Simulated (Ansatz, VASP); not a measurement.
# One calculation of GaSi2S2, two programs

```xyz
5
Lattice="4.3624 0.0000 0.0000 -2.1812 3.7780 0.0000 0.0000 0.0000 6.0090" Properties=species:S:1:pos:R:3 pbc="T T T"
Ga    2.1812    1.2593    0.0000
Si    0.0000    0.0000    4.1780
Si    0.0000    0.0000    1.8310
S     2.1812    1.2593    3.0045
S     0.0000    2.5186    0.0000
```

Change from the starting cell: species swapped into the Sr2ZnAs2 type (P-6m2, No. 187).

Alike in both runs: functional PBE; k mesh 5 × 5 × 2; occupations gaussian, width 0.2 eV; no spin polarisation.

Ansatz relaxed the structure, and its values are those at the end. VASP's run is a single point on that final structure, the one shown.

|  | VASP | Ansatz |
| --- | --- | --- |
| version | VASP 6.6.1 | Ansatz 0.2.0 |
| potentials or method | VASP PAW PBE potentials, release 64 (Ga_d, Si, S), cutoff 500 eV | scalar-relativistic, plane waves, PAW |
| valence electrons in the cell | 33 | 33 |

```csv
,VASP,Ansatz,Ansatz less VASP
gap on the k mesh at the Fermi level (eV),none,none,-
pressure (GPa),-0.2,-0.2,0.00
rms of the force components (eV/Å),0.031,0.028,-0.0029
```

A gap of «none» marks a metal or a gap that the smearing closes.

The k mesh is coarse, so the values compare programs but aren't converged.
